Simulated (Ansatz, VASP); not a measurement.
One calculation of CoO, two programs

```
CELL_PARAMETERS angstrom
1.51544 0.87494 2.45609
-1.51544 0.87494 2.45609
0.00000 -1.74988 2.45609
ATOMIC_POSITIONS crystal
Co 0.00000 0.00000 0.00000
O 0.50000 0.50000 0.50000
```

Alike in both runs: task single point; functional PBE; k mesh 11 × 11 × 11; occupations fermi-dirac, width 0.05 eV; collinear spin.

|  | VASP | Ansatz |
| --- | --- | --- |
| version | VASP 6.6.1 | Ansatz 0.2.0 |
| potentials or method | VASP PAW PBE potentials, release 64 (Co, O) | Ansatz PAW |
| plane-wave cutoff (eV) | 520 | 420 |
| valence electrons in the cell | 15 | 23 |

Ansatz gave:

- gap on the k mesh at the Fermi level (eV): none
- pressure (GPa): -3.3
- traceless stress, the component that is largest in VASP (GPa): -0.25
- net moment per atom (μB): 1.47
- size of the moment on the site where the two differ most (μB): 2.51

Question: What did VASP give for the same quantities?

Answer: gap on the k mesh at the Fermi level (eV): none; pressure (GPa): -3.8; traceless stress, the component that is largest in VASP (GPa): -0.22; net moment per atom (μB): 1.46; size of the moment on the site where the two differ most (μB): 2.57.

Site moments also hang on the region over which each program counts them. A gap of «none» marks a metal or a gap that the smearing closes. The functional is the same, so the differences come from potentials, cutoffs and numerics. VASP's potentials hold 15 valence electrons a cell and Ansatz's 23, so a difference there can come from the potentials and not from the codes.
